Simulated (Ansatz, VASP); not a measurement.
Two plane-wave programs on TiIn4

```
CELL_PARAMETERS angstrom
5.44185 0.00000 0.00000
0.00000 5.44185 0.00000
0.00000 0.00000 5.44185
ATOMIC_POSITIONS crystal
Ti 0.50000 0.50000 0.50000
In 0.00000 0.50000 0.50000
In 0.50000 0.00000 0.50000
In 0.50000 0.50000 0.00000
In 0.00000 0.00000 0.00000
```

Alike in both runs: functional PBE; k mesh 8 × 8 × 8; occupations gaussian, width 0.1 eV; collinear spin.

Ansatz relaxed the structure, and its values are those at the end. VASP's run is a single point on that final structure, the one shown.

|  | VASP | Ansatz |
| --- | --- | --- |
| version | VASP 6.6.1 | Ansatz 0.2.0 |
| potentials or method | VASP PAW PBE potentials, release 64 (Ti_sv, In_d), cutoff 520 eV | scalar-relativistic, plane waves, PAW |
| valence electrons in the cell | 64 | 64 |

```tsv
	VASP	Ansatz	Ansatz less VASP
gap on the k mesh at the Fermi level (eV)	none	none	-
pressure (GPa)	-0.1	0.0	+0.05
net moment per atom (μB)	0.34	0.34	-0.001
size of the moment on the site where the two differ most (μB)	0.07	0.04	-0.026
```

Site moments also hang on the region over which each program counts them. A gap of «none» marks a metal or a gap that the smearing closes.
